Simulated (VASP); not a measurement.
Wanted: the native input for a VASP 6.6.1 run.

```yaml
Task: single point
Functional: PBE
Potentials_or_basis: VASP PAW PBE potentials, release 64 (B, Ca_sv, N)
Cutoff: 520 eV
k_mesh: 1 × 1 × 1, shifted
Occupations: gaussian, width 0.01 eV
Spin: collinear spin
Fixed_moment: 1 μB
Dipole_correction: no
Further_INCAR_settings: LREAL = Auto; ALGO = Normal; EDIFF = 1e-06; NBANDS = 94; ISYM = -1
```

The structure of CaB15N16 (a cell with a defect) lies in POSCAR:

```
CaB15N16
1.0
   -3.6241103844      3.6241103844     -3.6241103844
    3.6241103844      3.6241103844      3.6241103844
    3.6241103844     -3.6241103844     -3.6241103844
B Ca N
15 1 16
Direct
   -0.0093286862     -0.0120740885     -0.0063165500
   -0.0022624260      0.2455178010      0.7606152644
   -0.0023017324      0.5109324457      0.4952260941
   -0.0093363797      0.7439895532      0.2376282943
    0.2505614934     -0.0041436612      0.7612432198
    0.2505680657      0.5115586097      0.2455097558
    0.2505668383      0.7469375849     -0.0033813874
    0.5104776339      0.0038883804      0.4975235299
    0.5104738979      0.2478191502      0.2535720916
    0.5033943583      0.4983518767      0.0134649105
    0.5034346156      0.7638264752      0.7480994108
    0.7429324340     -0.0125729802      0.2371342150
    0.7505827589      0.2506539860      0.0003429161
    0.7582257275      0.4950610649      0.7447670398
    0.7505608595      0.7506404577      0.5003368078
    0.2506458257      0.2777555812      0.5273134370
   -0.0483997262     -0.0499430296      0.1997658344
   -0.0040852882      0.2499651215      0.0065470209
    0.0113622297      0.5011947244      0.7508815851
   -0.0041046045      0.7568546077      0.4996475759
    0.2505660456     -0.0072464663      0.0068726434
    0.2505554316      0.2427566845      0.8220593186
    0.2505617716      0.5725351611      0.4924634954
    0.2505634117      0.7571976300      0.2424475099
    0.5052382950      0.0115422956      0.7543200800
    0.5495876736      0.2490158618      0.4987180847
    0.5052281273      0.5046224706      0.2612150322
    0.4897735978      0.7404018620     -0.0099129146
    0.7555887087     -0.0049808464      0.4989871504
    0.7556052129      0.2492990502      0.2447230117
    0.7455380184      0.4900015186     -0.0060392145
    0.7455305241      0.7442664358      0.7397021831
```

One way to write it, as run:

INCAR

```
SYSTEM = CaB15N16
PREC = Accurate
ENCUT = 520
EDIFF = 1E-6
ISMEAR = 0
SIGMA = 0.01
LREAL = Auto
LASPH = .True.
NELM = 200
ALGO = Normal
ISIF = 2
LWAVE = .False.
LCHARG = .True.
ISPIN = 2
MAGMOM = 0 0 0 0 0 0 0.01 0 0 0 0 0 0 0 0 0.06 0 0.03 0.01 0.03 0.04 0.21 0.21 0.04 0.03 0 0.03 0.01 0 0 0 0
LORBIT = 11
NUPDOWN = 1.0
GGA = PE
LELF = .True.
LVHAR = .True.
NBANDS = 94
GGA_COMPAT = .False.
ISYM = -1
```

KPOINTS

```
explicit points
1
Reciprocal
  0.25000000   0.25000000   0.25000000 1
```

Potentials or basis: VASP PAW PBE potentials, release 64 (B, Ca_sv, N).

The run is started by

```bash
$ cat potpaw_PBE.64/B/POTCAR potpaw_PBE.64/Ca_sv/POTCAR potpaw_PBE.64/N/POTCAR > POTCAR
$ mpirun -np 1 vasp_std > vasp.out
```

Results of the run:

```
Pressure                                              : 31.6 GPa
Largest force                                         : 0.105 eV/Å
Net moment                                            : 1.00 μB per cell
Site moments                                          : B -0.00, -0.01, +0.01 (each value once); Ca +0.10; N +0.01, +0.03, +0.04, +0.24, +0.25, +0.00 (each value once) μB
Valence electrons inside the program's atomic spheres : B 2.07, 2.11, 2.17, 2.05 (each value once); Ca 8.95; N 4.12, 3.98, 3.97, 4.06 (each value once)
```

Caveat: the total moment is fixed, so each spin has its own Fermi level and the state may be an excited one.

Run time: 65 s on 1 thread of Intel(R) Xeon(R) 6975P-C (Granite Rapids), with other jobs on the host, peak memory 0.41 GiB.
